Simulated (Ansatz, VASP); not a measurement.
# Os: VASP beside Ansatz

```xyz
2
Lattice="2.7341 0.0000 0.0000 -1.3671 2.3678 0.0000 0.0000 0.0000 4.3197" Properties=species:S:1:pos:R:3 pbc="T T T"
Os    0.0000    1.5785    1.0799
Os    1.3671    0.7893    3.2398
```

Alike in both runs: task electric field gradients; functional PBE; k mesh 14 × 14 × 8; occupations fermi-dirac, width 0.05 eV; no spin polarisation.

|  | VASP | Ansatz |
| --- | --- | --- |
| version | VASP 6.6.1 | Ansatz 0.2.0 |
| potentials or method | VASP PAW PBE potentials, release 64 (Os) | plane-wave PAW, scalar-relativistic |
| plane-wave cutoff (eV) | 520 | 420 |
| valence electrons in the cell | 16 | 32 |

```tsv
	VASP	Ansatz	Ansatz less VASP
pressure (GPa)	8.8	8.8	-0.01
traceless stress, the component that is largest in VASP (GPa)	-0.55	-0.45	+0.098
size of Vzz on the site where it differs most (V/Å²)	76.5	56.4	-20.09
```

With one functional, cell and mesh, what is left measures potentials, basis and numerics. VASP's potentials hold 16 valence electrons a cell and Ansatz's 32, so a difference there can come from the potentials and not from the codes.

Neither program's run includes spin-orbit coupling.
